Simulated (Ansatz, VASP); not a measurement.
## One calculation of Si2W, two programs

File INCAR:

```
ALGO = Normal ; EDIFF = 1E-6
ENCUT = 520 ; GGA = PE
ISIF = 2 ; ISMEAR = 0
LASPH = T ; LCHARG = F
LREAL = F ; LWAVE = F
NBANDS = 18 ; NELM = 100
PREC = Accurate ; SIGMA = 0.15
```

Contents of KPOINTS:

```
k-points
0
Gamma
  18 18 18
```

Contents of POSCAR:

```
Si2W
1.0
   -1.5919705135      1.5919705135      4.0464706513
    1.5919705135     -1.5919705135      4.0464706513
    1.5919705135      1.5919705135     -4.0464706513
Si W
2 1
Direct
    0.3663500835      0.3663500835      0.0000000000
    0.6336499165      0.6336499165      0.0000000000
    0.0000000000      0.0000000000      0.0000000000
```

Input for Ansatz:

```yaml
crystal:
  lattice:
    - [-1.5919705135, 1.5919705135, 4.0464706513]
    - [1.5919705135, -1.5919705135, 4.0464706513]
    - [1.5919705135, 1.5919705135, -4.0464706513]
  atoms:
    - { symbol: Si, position: [0.3663500835, 0.3663500835, 0.0] }
    - { symbol: Si, position: [0.6336499165, 0.6336499165, 0.0] }
    - { symbol: W, position: [0.0, 0.0, 0.0] }
basis:
  ecutwfc: 420
kpoints:
  mp_grid: { grid: [18, 18, 18] }
hamiltonian:
  xc: pbe
  pseudopotentials: { kind: paw, azcp: { folder: soft_1 } }
scf:
  occupations: { method: gaussian, width: 0.15 }
output:
  forces: true
  stress: true
  eigenvalues: true
  write_density: true
  write_potential: true
  elf: true
  volumetric_format: npy
```

Alike in both runs: task single point; functional PBE; k mesh 18 × 18 × 18; occupations gaussian, width 0.15 eV; no spin polarisation.

```csv
,VASP,Ansatz
version,VASP 6.6.1,Ansatz 0.2.0
potentials or method,"VASP PAW PBE potentials, release 64 (Si, W_sv), cutoff 520 eV","scalar-relativistic, plane waves, PAW"
valence electrons in the cell,22,22
```

```csv
,VASP,Ansatz,Ansatz less VASP
gap on the k mesh at the Fermi level (eV),none,none,-
pressure (GPa),19.5,19.5,+0.01
"traceless stress, the component that is largest in VASP (GPa)",5.60,5.86,+0.267
rms of the force components (eV/Å),3.158,3.172,+0.0141
```

Atom by atom the forces differ by 0.014 eV/Å (rms over components). A gap of «none» marks a metal or a gap that the smearing closes.

Spin-orbit coupling is off throughout.
